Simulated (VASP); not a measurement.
Here is a VASP 6.6.1 calculation.

File POSCAR:

```
NaCl
1.0
    3.5021900000      0.0000000000      0.0000000000
    0.0000000000      3.5021900000      0.0000000000
    0.0000000000      0.0000000000      3.5021900000
Cl Na
1 1
Direct
    0.5000000000      0.5000000000      0.5000000000
    0.0000000000      0.0000000000      0.0000000000
```

INCAR.step1

```
SYSTEM = NaCl
PREC = Accurate
ENCUT = 520
EDIFF = 1E-5
ISMEAR = -1
SIGMA = 0.05
LREAL = .FALSE.
LASPH = .TRUE.
NELM = 60
ALGO = Normal
ISIF = 2
LWAVE = .TRUE.
NBANDS = 14
GGA = PE
```

The input INCAR.step2:

```
SYSTEM = NaCl
PREC = Accurate
ENCUT = 520
EDIFF = 1E-7
ISMEAR = -1
SIGMA = 0.05
LREAL = .FALSE.
LASPH = .TRUE.
NELM = 60
ALGO = Normal
ISIF = 2
LWAVE = .FALSE.
LCHARG = .TRUE.
GGA = PE
LHFCALC = .TRUE.
AEXX = 1.0
ALDAC = 0.0
AGGAC = 0.0
PRECFOCK = Normal
LELF = .TRUE.
LVHAR = .TRUE.
NBANDS = 14
ISTART = 1
```

The input KPOINTS:

```
Automatic mesh
0
G
  4 4 4
  0 0 0
```

Potentials or basis: VASP PAW PBE potentials, release 64 (Cl, Na_pv).

Run with:

```sh
$ cat potpaw_PBE.64/Cl/POTCAR potpaw_PBE.64/Na_pv/POTCAR > POTCAR
$ cp INCAR.step1 INCAR
$ mpirun -np 1 vasp_std > vasp.out
$ cp INCAR.step2 INCAR
$ mpirun -np 1 vasp_std > vasp.out
```

Q: Predict the band gap on the k mesh.

A: 12.52 eV (least direct gap 13.17 eV).

Q: Predict the pressure.

A: 1.5 GPa.

Caveat: the k points lie up to 0.45 Å⁻¹ apart; the PAW data sets were made with another functional, which shifts forces and pressure a little. A k mesh can miss the band edges.
